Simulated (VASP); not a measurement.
# Ge (P6_3mc) in VASP: settings compared

The runs below take Ge through single point, with PBE, LDA.

Program: VASP 6.6.1. These are calculated values, not measurements. Logs are shortened: lines on timing, memory, paths and dates and some standing lists are left out, and cuts for length are marked.

## (1) The cell of the first run

Symmetry: P6_3mc, No. 186, hexagonal system. Conventional cell: a = 4.021 Å, b = 4.021 Å, c = 11.903 Å, α = 90.00°, β = 90.00°, γ = 120.00°. Ge (site symmetry 3m) has 3 Ge at 2.36 Å within 3.1 Å. Ge (site symmetry 3m) has 3 Ge at 2.36 Å within 3.1 Å.

## (2) Single point, PBE (strained and its atoms moved)

File INCAR:

```
PREC = Accurate ; ENCUT = 520
EDIFF = 1E-6 ; ISMEAR = 0
SIGMA = 0.1 ; LREAL = F
LASPH = T ; NELM = 100
ALGO = Fast ; ISIF = 2
LWAVE = F ; LCHARG = F
GGA = PE ; NBANDS = 36
```

File KPOINTS:

```
Automatic mesh
0
Gamma
  12 12 4
```

File POSCAR:

```
Ge
1.0
    4.0208365840      0.0000000000      0.0000000000
   -2.0104182920      3.4821466262      0.0000000000
    0.0000000000      0.0000000000     11.9025097893
Ge
4
Direct
    0.0000000000      0.0000000000      0.9638073987
    0.0000000000      0.0000000000      0.4638073987
    0.3333333300      0.6666666700      0.9284926013
    0.6666666700      0.3333333300      0.4284926013
```

Potentials or basis: VASP PAW PBE potentials, release 64 (Ge_d).

The run is started by

```console
cat potpaw_PBE.64/Ge_d/POTCAR > POTCAR
mpirun -np 1 vasp_std > vasp.out
```

OUTCAR:

```text
PREC = Accurate
   ENCUT = 520
   EDIFF = 1E-6
   ISMEAR = 0
   LREAL = F
   LASPH = T
   NELM = 100
   ISIF = 2
   GGA = PE

 ion  position               nearest neighbor table
   1  0.000  0.000  0.964-   3 2.36   3 2.36   3 2.36
   2  0.000  0.000  0.464-   4 2.36   4 2.36   4 2.36
   3  0.333  0.667  0.928-   1 2.36   1 2.36   1 2.36
   4  0.667  0.333  0.428-   2 2.36   2 2.36   2 2.36

  LATTYP: Found a hexagonal cell.
 ALAT       =     4.0208365840
 C/A-ratio  =     2.9602072953

  Lattice vectors:

 A1 = (   4.0208365840,   0.0000000000,   0.0000000000)
 A2 = (  -2.0104182920,   3.4821466262,   0.0000000000)
 A3 = (   0.0000000000,   0.0000000000,  11.9025097893)

Analysis of symmetry for initial positions (statically):
=====================================================================
 Subroutine PRICEL returns:
 Original cell was already a primitive cell.

 Routine SETGRP: Setting up the symmetry group for a
 hexagonal supercell.

 Subroutine GETGRP returns: Found 12 space group operations
 (whereof  6 operations were pure point group operations)
 out of a pool of 24 trial point group operations.

The static configuration has the point symmetry C_3v.
 The point group associated with its full space group is C_6v.

Analysis of symmetry for dynamics (positions and initial velocities):
=====================================================================
 Subroutine PRICEL returns:
 Original cell was already a primitive cell.

 Routine SETGRP: Setting up the symmetry group for a
 hexagonal supercell.

 Subroutine GETGRP returns: Found 12 space group operations
 (whereof  6 operations were pure point group operations)
 out of a pool of 24 trial point group operations.

The dynamic configuration has the point symmetry C_3v.
 The point group associated with its full space group is C_6v.

 Subroutine INISYM returns: Found 12 space group operations
 (whereof  6 operations are pure point group operations),
 and found     1 'primitive' translations

----------------------------------------------------------------------------------------

                                     Primitive cell

  volume of cell :     166.6487

[... 83 lines left out ...]
   PREC   = accura    normal or accurate (medium, high low for compatibility)
   ISTART =      0    job   : 0-new  1-cont  2-samecut
   ICHARG =      2    charge: 1-file 2-atom 10-const
   ISPIN  =      1    spin polarized calculation?
   LNONCOLLINEAR =      F non collinear calculations
   LSORBIT =      F    spin-orbit coupling
   LASPH  =      T    aspherical Exc in radial PAW
   ENCUT  =  520.0 eV  38.22 Ry    6.18 a.u.   7.48  7.48 22.13*2*pi/ulx,y,z
   NELM   =    100;   NELMIN=  2; NELMDL= -5     # of ELM steps
   EDIFF  = 0.1E-05   stopping-criterion for ELM
   LREAL  =      F    real-space projection
   EDIFFG = 0.1E-04   stopping-criterion for IOM
   NSW    =      0    number of steps for IOM
   IBRION =     -1    ionic relax: 0-MD 1-quasi-New 2-CG
   NFREE  =      0    steps in history (QN), initial steepest desc. (CG)
   ISIF   =      2    stress and relaxation
   ISYM   =      2    0-nonsym 1-usesym 2-fastsym
   POTIM  = 0.5000    time-step for ionic-motion
   TEBEG  =    0.0;   TEEND  =   0.0 temperature during run
   PSTRESS=    0.0 pullay stress
   NELECT =      56.0000    total number of electrons
   NUPDOWN=      -1.0000    fix difference up-down
   EMIN   =  10.00;   EMAX   =-10.00  energy-range for DOS
   EFERMI =   0.00;   METHOD = LEGACY
   ISMEAR =     0;   SIGMA  =   0.10  broadening in eV -4-tet -1-fermi 0-gaus
   EFERMI_NEDOS =   21; number of points for ismear=-14 and -15
   IALGO  =     68    algorithm
   IMIX   =      4    mixing-type and parameters
     AMIX     =   0.40;   BMIX     =  1.00
     AMIX_MAG =   1.60;   BMIX_MAG =  1.00
  volume/ion in A,a.u.               =      41.66       281.15
  Fermi-wavevector in a.u.,A,eV,Ry     =   1.138160  2.150811 17.625113  1.295409
  Thomas-Fermi vector in A             =   2.274865
   LORBIT       =      0    0 simple, 1 ext, 2 COOP (PROOUT), +10 PAW based schemes
   GGA     = PE    functional components
   LHFCALC =     F    Hartree Fock is set to
   AEXX    =    0.0000 exact exchange contribution
   IVDW    =     0    specifies the selected vdW correction
   LEPSILON=     F    determine dielectric tensor
   LRPA    =     F    only Hartree local field effects (RPA)
 non-spin polarized calculation
 RMM-DIIS sequential band-by-band and
 Gauss-broadening in eV      SIGMA  =   0.10
  energy-cutoff  :      520.00
  volume of cell :      166.65
 maximum number of plane-waves:      4527
 NGX is ok and might be reduce to    30
   NGX = 15   NGY = 15   NGZ = 45

 number of electron      56.0000033 magnetization

 Free energy of the ion-electron system (eV)
  ---------------------------------------------------
  ext. energy  EPLUGINS =         0.00000000
  ---------------------------------------------------
  free energy    TOTEN  =       -15.97179312 eV

  energy without entropy =      -15.96980430  energy(sigma->0) =      -15.97079871

 E-fermi :   0.6488     XC(G=0):  -6.7341

 val. band max:        0.6321770164   @ k =   0.3333   0.3333   0.2500
 cond. band min:       0.7071313340   @ k =   0.3333   0.3333   0.0000
 fundamental gap:      0.0749543177
 Fermi energy:         0.6488422049

 k-point     1 :       0.0000    0.0000    0.0000
  band No.  band energies     occupation
      1     -24.2278      2.00000
      2     -24.2278      2.00000
      3     -24.2278      2.00000
      4     -24.2278      2.00000
      5     -24.2223      2.00000
      6     -24.2222      2.00000
[... 925 lines left out ...]
     35       7.4615      0.00000
     36       7.5491      0.00000

 [... further k-points ...]
[... 5 lines left out ...]
  --------------------------------------------------------------------------------------
  -------------------------------------------------------------------------------------
  Total        2.1161557      2.1161557      0.3874122      0.0000000      0.0000000      0.0000000
  in kB       20.3449293     20.3449293      3.7246193      0.0000000      0.0000000      0.0000000
  external PRESSURE =      14.8048259 kB  Pullay stress =       0.0000000 kB

 VOLUME and BASIS-vectors are now :
 -----------------------------------------------------------------------------
  energy-cutoff  :      520.00
  volume of cell :      166.65
      direct lattice vectors                 reciprocal lattice vectors
     4.020836584  0.000000000  0.000000000     0.248704462  0.143589588  0.000000000
    -2.010418292  3.482146626  0.000000000     0.000000000  0.287179176  0.000000000
     0.000000000  0.000000000 11.902509789     0.000000000  0.000000000  0.084015894

 POSITION                                       TOTAL-FORCE (eV/Angst)
 -----------------------------------------------------------------------------------
      0.00000      0.00000     11.47173        -0.000000     -0.000000      0.595064
      0.00000      0.00000      5.52047        -0.000000     -0.000000      0.595064
     -0.00000      2.32143     11.05139        -0.000000      0.000000     -0.595064
      2.01042      1.16072      5.10014         0.000000     -0.000000     -0.595064
 -----------------------------------------------------------------------------------
    total drift:                                0.000000      0.000000      0.000865

  FREE ENERGIE OF THE ION-ELECTRON SYSTEM (eV)
  ---------------------------------------------------
  free  energy   TOTEN  =       -15.9717931210 eV

  energy  without entropy=      -15.9698042988  energy(sigma->0) =      -15.97079871
```

OSZICAR:

```text
N       E                     dE             d eps       ncg     rms          rms(c)
DAV:   1     0.513697381538E+03    0.51370E+03   -0.28195E+04  4712   0.337E+03
DAV:   2     0.728637011431E+02   -0.44083E+03   -0.43047E+03  4128   0.779E+02
DAV:   3    -0.110484882281E+02   -0.83912E+02   -0.83135E+02  4744   0.205E+02
DAV:   4    -0.160685428623E+02   -0.50201E+01   -0.50062E+01  4752   0.582E+01
DAV:   5    -0.162345894850E+02   -0.16605E+00   -0.16601E+00  4840   0.117E+01    0.445E+00
RMM:   6    -0.160634181329E+02    0.17117E+00   -0.13619E-01  5072   0.315E+00    0.263E+00
RMM:   7    -0.159619397517E+02    0.10148E+00   -0.26050E-01  5418   0.339E+00    0.228E-01
RMM:   8    -0.159706004830E+02   -0.86607E-02   -0.34229E-02  6321   0.146E+00    0.108E-01
RMM:   9    -0.159714635093E+02   -0.86303E-03   -0.55862E-03  5618   0.577E-01    0.651E-02
RMM:  10    -0.159717501071E+02   -0.28660E-03   -0.13878E-03  6522   0.267E-01    0.339E-02
RMM:  11    -0.159717810045E+02   -0.30897E-04   -0.23660E-04  5648   0.955E-02    0.600E-03
RMM:  12    -0.159717913984E+02   -0.10394E-04   -0.64481E-05  5967   0.471E-02    0.230E-03
RMM:  13    -0.159717929088E+02   -0.15103E-05   -0.10369E-05  4312   0.179E-02    0.888E-04
RMM:  14    -0.159717931210E+02   -0.21226E-06   -0.24951E-06  3572   0.105E-02
   1 F= -.15971793E+02 E0= -.15970799E+02  d E =-.198882E-02
```

stdout:

```text
POSCAR found type information on POSCAR Ge
 POSCAR found :  1 types and       4 ions
 scaLAPACK will be used
 LDA part: xc-table for (Slater+PW92), standard interpolation
 POSCAR, INCAR and KPOINTS ok, starting setup
 FFT: planning ... GRIDC
 FFT: planning ... GRID_SOFT
 FFT: planning ... GRID
 WAVECAR not read
 entering main loop
```

It took 2.5 min on 1 thread of Intel Xeon 6975P-C (Granite Rapids), shared host; peak memory 0.41 GiB.

What came out:

```yaml
Free_energy: -15.9718 eV
Pressure: 1.5 GPa
Largest_force: 0.595 eV/Å
Band_gap_on_the_k_mesh: zero (bands 28 and 29 overlap by 0.31 eV)
```

Forces in eV/Å, atoms in the order of the input:
```
Ge   0.000  0.000  0.595
Ge   0.000  0.000  0.595
Ge   0.000  0.000 -0.595
Ge   0.000  0.000 -0.595
```

Caveat: the cell differs from its parent crystal (strained and its atoms moved).

## (3) Single point, LDA (strained)

File INCAR:

```
ALGO     = Fast           # electronic algorithm
EDIFF    = 1E-6           # SCF threshold, eV
ENCUT    = 520            # plane-wave cutoff, eV
GGA      = CA             # functional
ISIF     = 2              # what is computed and relaxed
ISMEAR   = 0              # smearing method
LASPH    = T              # aspherical terms in the spheres
LCHARG   = F              # write CHGCAR
LREAL    = F              # projectors in reciprocal space
LWAVE    = F              # write WAVECAR
NBANDS   = 36             # bands
NELM     = 100            # most SCF steps
PREC     = Accurate       # precision mode
SIGMA    = 0.1            # smearing width, eV
```

File KPOINTS:

```
k-points
0
Gamma
  12 12 4
```

File POSCAR:

```
Ge
1.0
    4.1390678924      0.0000000000      0.0000000000
   -2.0695339463      3.5845379428      0.0000000000
    0.0000000000      0.0000000000     11.2340036285
Ge
4
Direct
    0.0000000000      0.0000000000      0.9774520000
    0.0000000000      0.0000000000      0.4774520000
    0.3333333300      0.6666666700      0.9148480000
    0.6666666700      0.3333333300      0.4148480000
```

Potentials or basis: VASP PAW LDA potentials, release 64 (Ge_d).

The run is started by

```console
cat potpaw_LDA.64/Ge_d/POTCAR > POTCAR
mpirun -np 1 vasp_std > vasp.out
```

Run time: 2 min. Hardware: 1 thread of Intel Xeon 6975P-C (Granite Rapids), shared host; peak memory 0.37 GiB.

The run converged. Its results:

- Free energy: -18.0925 eV
- Pressure: -3.7 GPa
- Largest force: 0.414 eV/Å
- Band gap on the k mesh: zero (bands 28 and 29 overlap by 0.06 eV)

Forces in eV/Å, atoms in the order of the input:
```
Ge   0.000  0.000 -0.414
Ge   0.000  0.000 -0.414
Ge   0.000  0.000  0.414
Ge   0.000  0.000  0.414
```

Stress tensor (GPa, compression positive):
```
-5.01  0.00  0.00
 0.00 -5.01  0.00
 0.00  0.00 -1.12
```

Levels at points of the mesh, in eV from the Fermi level:
```
           k point  band 26  band 27  band 28  band 29  band 30  band 31
(0.00, 0.00, 0.00)    -0.46    -0.45    -0.45    -0.04     0.22     1.62
(0.50, 0.00, 0.00)    -1.85    -1.20    -1.04     0.60     0.81     1.46
(0.00, 0.00, 0.50)    -0.45    -0.45    -0.45     0.04     0.04     2.52
(0.50, 0.00, 0.50)    -1.86    -1.12    -1.12     0.67     0.67     1.51
```

Caveat: the cell differs from its parent crystal (strained); the cell stands under tension; semilocal functionals underestimate gaps, so a narrow gap can read as zero.
